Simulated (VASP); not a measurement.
Set up this calculation in VASP 6.6.1, as the native input.

```
Task                   : single point
Functional             : PBE
Potentials or basis    : VASP PAW PBE potentials, release 64 (C)
Cutoff                 : 520 eV
k mesh                 : 12 × 12 × 10
Occupations            : gaussian, width 0.05 eV
Spin                   : no spin polarisation
Dipole correction      : no
Further INCAR settings : ALGO = Normal; EDIFF = 1e-07; NBANDS = 16
```

The structure of C lies in POSCAR:

```
C
1.0
    0.0000000000     -1.7834000000     -1.7834000000
   -1.7834000000      0.0000000000     -1.7834000000
    1.7834000000      1.7834000000     -3.5668000000
C
4
Direct
    0.7985603568      0.7985603568      0.7338132144
    0.2985603568      0.2985603568      0.2338132144
    0.3264396432      0.3264396432      0.8911867856
    0.8264396432      0.8264396432      0.3911867856
```

This cell differs from its parent crystal: atoms displaced along a vibrational mode.

One way to write it, as run:

INCAR

```
PREC = Accurate ; ENCUT = 520
EDIFF = 1E-7 ; ISMEAR = 0
SIGMA = 0.05 ; LREAL = F
LASPH = T ; NELM = 60
ALGO = Normal ; ISIF = 2
LWAVE = F ; LCHARG = F
GGA = PE ; NBANDS = 16
```

KPOINTS

```
regular mesh
0
Gamma
  12 12 10
```

Potentials or basis: VASP PAW PBE potentials, release 64 (C).

Run with:

```sh
$ cat potpaw_PBE.64/C/POTCAR > POTCAR
$ mpirun -np 1 vasp_std > vasp.out
```

Results of the run:

| Item | Value |
| --- | --- |
| Pressure | 28.1 GPa |
| Largest force | 3.874 eV/Å |

Caveat: the cell differs from its parent crystal (atoms displaced along a vibrational mode); the cell stands under pressure; this functional lacks dispersion, which binds layers or chains, so the pressure and a relaxed spacing across them are unreliable; forces of over 1 eV/Å act on the atoms, so gaps and moduli don't describe the material at rest.

Run time: 94 s on 1 thread of Intel(R) Xeon(R) Platinum 8259CL CPU @ 2.50GHz (Skylake/Cascade Lake), with other jobs on the host, peak memory 0.21 GiB.
